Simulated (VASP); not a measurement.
Crystal: Sb.

```
Sb
1.0
     0.17336    2.38853    2.49587
     2.41731    0.06469    2.60454
     2.32045    2.40035    0.16154
Sb
1
Direct
  0.00000 0.00000 0.00000
```

```yaml
Program: VASP 6.6.1
Task: relaxation of cell and atoms
Functional: PBE0
Potentials_or_basis: VASP PAW PBE potentials, release 64 (Sb)
Cutoff: 600 eV
k_mesh: 5 × 5 × 5
Occupations: fermi-dirac, width 0.05 eV
Spin: no spin polarisation
```

At the start: pressure -1.1 GPa; volume 26.53 Å³/atom.

Task: How do energy, volume and symmetry change on relaxing?

Result: Over 8 steps the energy falls by 9.4 meV/atom and the volume is 26.11 Å³/atom (-1.6 %); space group P-1 (No. 2, to 0.1 Å) before, C2/m (No. 12, to 0.1 Å).

The path:
| step | energy change (eV) | largest force (eV/Å) | pressure (GPa) | volume (Å³) |
| --- | --- | --- | --- | --- |
| 1 | 0.0000 | 0.0000 | -1.09 | 26.53 |
| 2 | -0.0060 | 0.0000 | 0.90 | 25.83 |
| 3 | -0.0090 | 0.0000 | 0.05 | 26.08 |
| 4 | -0.0090 | 0.0000 | 0.08 | 26.07 |
| 5 | -0.0093 | 0.0000 | 0.10 | 26.08 |
| 6 | -0.0093 | 0.0000 | 0.09 | 26.08 |
| 7 | -0.0093 | 0.0000 | -0.06 | 26.13 |
| 8 | -0.0094 | 0.0000 | -0.02 | 26.11 |

Final structure:
```yaml
crystal:
  lattice:
    - [0.17607, 2.38585, 2.47173]
    - [2.41493, 0.03477, 2.61056]
    - [2.27402, 2.38726, 0.17563]
  atoms:
    - { symbol: Sb, position: [0.00000, 0.00000, 0.00000] }
```

Caveat: the k points lie up to 0.48 Å⁻¹ apart in the final cell, too coarse for converged energies and pressures of a metal; the PAW data sets were made with another functional, which shifts forces and pressure a little.
